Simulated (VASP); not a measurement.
# YN (R-3m) in VASP: relaxation of the atoms with PBEsol

Aim: the relaxation of the atoms of YN with PBEsol.

Program: VASP 6.6.1. These are calculated values, not measurements. Logs are shortened: lines on timing, memory, paths and dates and some standing lists are left out, and cuts for length are marked.

### Step 1. The cell of the first run

The structure is trigonal, space group R-3m (No. 166). Conventional cell: a = 3.469 Å, b = 3.469 Å, c = 8.377 Å, α = 90.00°, β = 90.00°, γ = 120.00°. Y (site symmetry -3m) has 6 N at 2.44 Å within 3.2 Å. Within 3.2 Å of N (site symmetry -3m) lie 6 Y at 2.44 Å.

### Step 2. Relaxation of the atoms, PBEsol (strained cell)

Contents of INCAR:

```
PREC = Accurate
ENCUT = 520
EDIFF = 1E-7
ISMEAR = 0
SIGMA = 0.01
LREAL = F
LASPH = T
NELM = 120
ALGO = Normal
ISIF = 2
LWAVE = F
LCHARG = F
GGA = PS
IBRION = 2
NSW = 60
EDIFFG = -0.002
GGA_COMPAT = F
NELMIN = 4
```

Contents of KPOINTS:

```
Automatic mesh
0
Gamma
  12 12 12
```

Contents of POSCAR:

```
YN
1.0
   -0.0230148869      2.4296039356      2.4296039356
    2.4296039356     -0.0230148869      2.4296039356
    2.4296039356      2.4296039356     -0.0230148869
Y N
1 1
Direct
    0.0000000000      0.0000000000      0.0000000000
    0.5000000000      0.5000000000      0.5000000000
```

Potentials or basis: VASP PAW PBE potentials, release 64 (Y_sv, N).

On the command line:

```bash
> cat potpaw_PBE.64/Y_sv/POTCAR potpaw_PBE.64/N/POTCAR > POTCAR
> mpirun -np 1 vasp_std > vasp.out
```

OUTCAR:

```text
PREC = Accurate
   ENCUT = 520
   EDIFF = 1E-7
   ISMEAR = 0
   LREAL = F
   LASPH = T
   NELM = 120
   ISIF = 2
   GGA = PS
   IBRION = 2
   NSW = 60
   EDIFFG = -0.002
   NELMIN = 4

 ion  position               nearest neighbor table
   1  0.000  0.000  0.000-   2 2.44   2 2.44   2 2.44   2 2.44   2 2.44   2 2.44
   2  0.500  0.500  0.500-   1 2.44   1 2.44   1 2.44   1 2.44   1 2.44   1 2.44

  LATTYP: Found a trigonal (rhomboedric) cell.
 ALAT       =     3.4360559153
 COS(alpha) =     0.4905053022

  Lattice vectors:

 A1 = (  -0.0230148869,   2.4296039356,   2.4296039356)
 A2 = (   2.4296039356,  -0.0230148869,   2.4296039356)
 A3 = (   2.4296039356,   2.4296039356,  -0.0230148869)

Analysis of symmetry for initial positions (statically):
=====================================================================
 Subroutine PRICEL returns:
 Original cell was already a primitive cell.

 Routine SETGRP: Setting up the symmetry group for a
 trigonal (rhombohedral) supercell.

 Subroutine GETGRP returns: Found 12 space group operations
 (whereof 12 operations were pure point group operations)
 out of a pool of 12 trial point group operations.

The static configuration has the point symmetry D_3d.

Analysis of symmetry for dynamics (positions and initial velocities):
=====================================================================
 Subroutine PRICEL returns:
 Original cell was already a primitive cell.

 Routine SETGRP: Setting up the symmetry group for a
 trigonal (rhombohedral) supercell.

 Subroutine GETGRP returns: Found 12 space group operations
 (whereof 12 operations were pure point group operations)
 out of a pool of 12 trial point group operations.

The dynamic configuration has the point symmetry D_3d.

 Subroutine INISYM returns: Found 12 space group operations
 (whereof 12 operations are pure point group operations),
 and found     1 'primitive' translations

----------------------------------------------------------------------------------------

                                     Primitive cell

  volume of cell :      29.0913

  direct lattice vectors                    reciprocal lattice vectors
    -0.023014887  2.429603936  2.429603936    -0.202893557  0.204833885  0.204833885
     2.429603936 -0.023014887  2.429603936     0.204833885 -0.202893557  0.204833885
     2.429603936  2.429603936 -0.023014887     0.204833885  0.204833885 -0.202893557

  length of vectors
     3.436055915  3.436055915  3.436055915     0.353665996  0.353665996  0.353665996

  position of ions in fractional coordinates (direct lattice)
     0.000000000  0.000000000  0.000000000
     0.500000000  0.500000000  0.500000000

  ion indices of the primitive-cell ions
   primitive index   ion index
                 1           1
                 2           2

----------------------------------------------------------------------------------------

 KPOINTS: Automatic mesh

Automatic generation of k-mesh.
 Grid dimensions read from file:
 generate k-points for:   12   12   12

 Generating k-lattice:

  Cartesian coordinates                     Fractional coordinates (reciprocal lattice)
    -0.016907796  0.017069490  0.017069490     0.083333333  0.000000000  0.000000000
     0.017069490 -0.016907796  0.017069490     0.000000000  0.083333333  0.000000000
     0.017069490  0.017069490 -0.016907796     0.000000000  0.000000000  0.083333333

  Length of vectors
     0.029472166  0.029472166  0.029472166

  Shift w.r.t. Gamma in fractional coordinates (k-lattice)
     0.000000000  0.000000000  0.000000000

 Subroutine IBZKPT returns following result:
 ===========================================

 Found    189 irreducible k-points:

 Following reciprocal coordinates:
            Coordinates               Weight
  0.000000  0.000000  0.000000      1.000000
  0.083333  0.000000 -0.000000      6.000000
  0.166667  0.000000  0.000000      6.000000
  0.250000  0.000000  0.000000      6.000000
  0.333333 -0.000000 -0.000000      6.000000
  0.416667 -0.000000 -0.000000      6.000000
[... 16 lines left out ...]
  0.500000  0.166667 -0.000000     12.000000
 -0.416667  0.166667 -0.000000     12.000000
 [... further k-points ...]
   k-points           NKPTS =    189   k-points in BZ     NKDIM =    189   number of bands    NBANDS=     12
   number of dos      NEDOS =    301   number of ions     NIONS =      2
   total plane-waves  NPLWV =  21952
   dimension x,y,z NGX =    28 NGY =   28 NGZ =   28
   dimension x,y,z NGXF=    56 NGYF=   56 NGZF=   56
   ions per type =               1   1
   NGX,Y,Z   is equivalent  to a cutoff of  13.55, 13.55, 13.55 a.u.
   NGXF,Y,Z  is equivalent  to a cutoff of  27.09, 27.09, 27.09 a.u.
 SYSTEM =  unknown system
   PREC   = accura    normal or accurate (medium, high low for compatibility)
   ISTART =      0    job   : 0-new  1-cont  2-samecut
   ICHARG =      2    charge: 1-file 2-atom 10-const
   ISPIN  =      1    spin polarized calculation?
   LNONCOLLINEAR =      F non collinear calculations
   LSORBIT =      F    spin-orbit coupling
   LASPH  =      T    aspherical Exc in radial PAW
   ENCUT  =  520.0 eV  38.22 Ry    6.18 a.u.   6.39  6.39  6.39*2*pi/ulx,y,z
   NELM   =    120;   NELMIN=  4; NELMDL= -5     # of ELM steps
   EDIFF  = 0.1E-06   stopping-criterion for ELM
   LREAL  =      F    real-space projection
   EDIFFG = -.2E-02   stopping-criterion for IOM
   NSW    =     60    number of steps for IOM
   IBRION =      2    ionic relax: 0-MD 1-quasi-New 2-CG
   NFREE  =      1    steps in history (QN), initial steepest desc. (CG)
   ISIF   =      2    stress and relaxation
   ISYM   =      2    0-nonsym 1-usesym 2-fastsym
   POTIM  = 0.5000    time-step for ionic-motion
   TEBEG  =    0.0;   TEEND  =   0.0 temperature during run
   PSTRESS=    0.0 pullay stress
   NELECT =      16.0000    total number of electrons
   NUPDOWN=      -1.0000    fix difference up-down
   EMIN   =  10.00;   EMAX   =-10.00  energy-range for DOS
   EFERMI =   0.00;   METHOD = LEGACY
   ISMEAR =     0;   SIGMA  =   0.01  broadening in eV -4-tet -1-fermi 0-gaus
   EFERMI_NEDOS =   21; number of points for ismear=-14 and -15
   IALGO  =     38    algorithm
   IMIX   =      4    mixing-type and parameters
     AMIX     =   0.40;   BMIX     =  1.00
     AMIX_MAG =   1.60;   BMIX_MAG =  1.00
  volume/ion in A,a.u.               =      14.55        98.16
  Fermi-wavevector in a.u.,A,eV,Ry     =   1.341303  2.534695 24.478158  1.799094
  Thomas-Fermi vector in A             =   2.469547
   LORBIT       =      0    0 simple, 1 ext, 2 COOP (PROOUT), +10 PAW based schemes
   GGA     = PS    functional components
   LHFCALC =     F    Hartree Fock is set to
   AEXX    =    0.0000 exact exchange contribution
   IVDW    =     0    specifies the selected vdW correction
   LEPSILON=     F    determine dielectric tensor
   LRPA    =     F    only Hartree local field effects (RPA)
 conjugate gradient relaxation of ions
 non-spin polarized calculation
 Gauss-broadening in eV      SIGMA  =   0.01
  energy-cutoff  :      520.00
  volume of cell :       29.09
 maximum number of plane-waves:       797
 NGX is ok and might be reduce to    28
   NGX = 13   NGY = 13   NGZ = 13

 number of electron      16.0000002 magnetization

 Free energy of the ion-electron system (eV)
  ---------------------------------------------------
  ext. energy  EPLUGINS =         0.00000000
  ---------------------------------------------------
  free energy    TOTEN  =       -19.12414203 eV

  energy without entropy =      -19.12414202  energy(sigma->0) =      -19.12414202

 E-fermi :   4.1009     XC(G=0): -11.4664

 val. band max:        4.0717221526   @ k =   0.0000   0.0000   0.0000
 cond. band min:       4.1318731893   @ k =   0.5000   0.5000  -0.0000
 fundamental gap:      0.0601510367
 Fermi energy:         4.1009287035

 k-point     1 :       0.0000    0.0000    0.0000
  band No.  band energies     occupation
      1     -36.6436      2.00000
      2     -16.3108      2.00000
      3     -16.3108      2.00000
      4     -16.3018      2.00000
      5      -8.8454      2.00000
      6       4.0120      2.00000
      7       4.0120      2.00000
      8       4.0717      1.99996
      9       7.0682      0.00000
     10       7.0682      0.00000
     11       7.2431      0.00000
     12       8.1547      0.00000

 k-point     2 :       0.0833    0.0000   -0.0000
  band No.  band energies     occupation
      1     -36.6355      2.00000
      2     -16.4005      2.00000
      3     -16.3161      2.00000
      4     -16.3089      2.00000
      5      -8.7186      2.00000
      6       3.5517      2.00000
      7       3.7603      2.00000
      8       3.8223      2.00000
      9       7.1493      0.00000
     10       7.2457      0.00000
     11       7.4112      0.00000
     12       8.5629      0.00000

 k-point     3 :       0.1667    0.0000    0.0000
  band No.  band energies     occupation
      1     -36.6134      2.00000
      2     -16.6363      2.00000
      3     -16.3304      2.00000
      4     -16.3258      2.00000
      5      -8.3795      2.00000
      6       2.5767      2.00000
      7       3.2034      2.00000
      8       3.2796      2.00000
      9       7.3150      0.00000
     10       7.7200      0.00000
     11       7.8740      0.00000
     12       9.5157      0.00000
[... 286 lines left out ...]
 k-point    23 :       0.5000    0.1667   -0.0000
  band No.  band energies     occupation
      1     -36.5109      2.00000
      2     -17.3293      2.00000
      3     -16.5483      2.00000
      4     -16.4544      2.00000
      5      -7.3763      2.00000
      6       0.5610      2.00000
      7       1.9806      2.00000
      8       2.2138      2.00000
      9       7.8413      0.00000
     10      10.0912      0.00000
     11      10.7663      0.00000
     12      12.0150      0.00000

 k-point    24 :      -0.4167    0.1667   -0.0000
  band No.  band energies     occupation
      1     -36.5091      2.00000
      2     -17.3408      2.00000
      3     -16.5854      2.00000
      4     -16.4292      2.00000
      5      -7.3069      2.00000
      6       0.4361      2.00000
      7       1.9976      2.00000
      8       2.0784      2.00000
      9       8.8393      0.00000
     10       9.3894      0.00000
     11      10.3035      0.00000
     12      12.0943      0.00000

 [... further k-points ...]

------------------------ aborting loop because EDIFF is reached ----------------------------------------

  FORCE on cell =-STRESS in cart. coord.  units (eV):
  Direction    XX          YY          ZZ          XY          YZ          ZX
  --------------------------------------------------------------------------------------
  -------------------------------------------------------------------------------------
  Total       -0.5029035     -0.5029035     -0.5029035      0.2106642      0.2106642      0.2106642
  in kB      -27.6969213    -27.6969213    -27.6969213     11.6021264     11.6021264     11.6021264
  external PRESSURE =     -27.6969213 kB  Pullay stress =       0.0000000 kB

 VOLUME and BASIS-vectors are now :
 -----------------------------------------------------------------------------
  energy-cutoff  :      520.00
  volume of cell :       29.09
      direct lattice vectors                 reciprocal lattice vectors
    -0.023014887  2.429603936  2.429603936    -0.202893557  0.204833885  0.204833885
     2.429603936 -0.023014887  2.429603936     0.204833885 -0.202893557  0.204833885
     2.429603936  2.429603936 -0.023014887     0.204833885  0.204833885 -0.202893557

 POSITION                                       TOTAL-FORCE (eV/Angst)
 -----------------------------------------------------------------------------------
      0.00000      0.00000      0.00000         0.000000     -0.000000      0.000000
      2.41810      2.41810      2.41810        -0.000000      0.000000     -0.000000
 -----------------------------------------------------------------------------------
    total drift:                                0.000000      0.000000      0.000000

  FREE ENERGIE OF THE ION-ELECTRON SYSTEM (eV)
  ---------------------------------------------------
  free  energy   TOTEN  =       -19.1241420254 eV

  energy  without entropy=      -19.1241420241  energy(sigma->0) =      -19.12414202

 reached required accuracy - stopping structural energy minimisation
```

Run time: 38 s. Hardware: 1 thread of Intel Xeon 6975P-C (Granite Rapids), shared host; peak memory 0.24 GiB.

Results:

```
Free energy             : -19.1241 eV
Pressure after relaxing : -2.8 GPa
Band gap on the k mesh  : 0.06 eV (least direct gap 0.46 eV)
```

Final structure:
```
Y N
1.0
    -0.02301    2.42960    2.42960
     2.42960   -0.02301    2.42960
     2.42960    2.42960   -0.02301
Y N
1 1
Direct
  0.00000 0.00000 0.00000
  0.50000 0.50000 0.50000
```

Caveat: the cell differs from its parent crystal (strained cell); the relaxation stopped at its first step, so nothing moved; the PAW data sets were made with another functional, which shifts forces and pressure a little. A k mesh can miss the band edges.
